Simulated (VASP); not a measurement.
Input of a VASP 6.6.1 run:

Contents of INCAR:

```
  PREC = Accurate
  ENCUT = 520
  EDIFF = 1E-6
  ISMEAR = 0
  SIGMA = 0.15
  LREAL = F
  LASPH = T
  NELM = 100
  ALGO = Normal
  ISIF = 2
  LWAVE = F
  LCHARG = F
  GGA = PS
  NBANDS = 15
```

Contents of KPOINTS:

```
regular mesh
0
Gamma
  21 21 18
```

File POSCAR:

```
TaN
1.0
    3.0569893951      0.0000000000      0.0000000000
   -1.5284946975      2.6474304752      0.0000000000
    0.0000000000      0.0000000000      2.9417408949
Ta N
1 1
Direct
    0.3333333333      0.6666666667      0.5000000000
    0.0000000000      0.0000000000      0.0000000000
```

Potentials or basis: VASP PAW PBE potentials, release 64 (Ta_pv, N).

Run with:

```sh
$ cat potpaw_PBE.64/Ta_pv/POTCAR potpaw_PBE.64/N/POTCAR > POTCAR
$ mpirun -np 1 vasp_std > vasp.out
```

Q: What does it give for the band gap on the k mesh?

A: Zero (bands 8 and 9 overlap by 0.29 eV).

Q: What does it give for the pressure?

A: -31.3 GPa.

Stress tensor (GPa, compression positive):
```
-33.56   0.00   0.00
  0.00 -33.56   0.00
  0.00   0.00 -26.79
```

Caveat: the stress differs along the axes, from -34 to -27 GPa; the PAW data sets were made with another functional, which shifts forces and pressure a little; spin-orbit coupling is left out, which moves the levels of the heavy elements.
